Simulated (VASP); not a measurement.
Input of a VASP 6.6.1 run:

File INCAR:

```
PREC     = Accurate       # precision mode
ENCUT    = 520            # plane-wave cutoff, eV
EDIFF    = 1E-7           # SCF threshold, eV
ISMEAR   = 1              # smearing method
SIGMA    = 0.1            # smearing width, eV
LREAL    = False          # projectors in reciprocal space
LASPH    = True           # aspherical terms in the spheres
NELM     = 150            # most SCF steps
ALGO     = Normal         # electronic algorithm
ISIF     = 2              # what is computed and relaxed
LWAVE    = False          # write WAVECAR
LCHARG   = False          # write CHGCAR
LNONCOLLINEAR= True           # non-collinear magnetism
MAGMOM   = 0 0 0 0 0 0 0 0 0 0 0 0 # initial moments
LORBIT   = 11             # projections on sites
LSORBIT  = True           # spin-orbit coupling
GGA_COMPAT= False        
LORBMOM  = True         
GGA      = CA             # functional
NBANDS   = 59             # bands
```

File KPOINTS:

```
regular mesh
0
Gamma
  3 3 3
```

Contents of POSCAR:

```
Ga3Se
1.0
    4.4324650000      0.0000000000      0.0000000000
    0.0000000000      4.4324650000      0.0000000000
    0.0000000000      0.0000000000      4.4324650000
Ga Se
3 1
Direct
    0.0000000000      0.5000000000      0.5000000000
    0.5000000000      0.0000000000      0.5000000000
    0.5000000000      0.5000000000      0.0000000000
    0.0000000000      0.0000000000      0.0000000000
```

Potentials or basis: VASP PAW LDA potentials, release 64 (Ga_d, Se).

The run is started by

```sh
$ cat potpaw_LDA.64/Ga_d/POTCAR potpaw_LDA.64/Se/POTCAR > POTCAR
$ mpirun -np 1 vasp_ncl > vasp.out
```

Problem. Predict the pressure.

Solution. -4.6 GPa.

Problem. Estimate the net moment.

Solution. 0.00 μB per cell.

Moments on the atoms (μB; x, y, z):
```
Ga  0.00 0.00 0.00
Ga  0.00 0.00 0.00
Ga  0.00 0.00 0.00
Se  0.00 0.00 0.00
```

Caveat: the k points lie up to 0.47 Å⁻¹ apart.
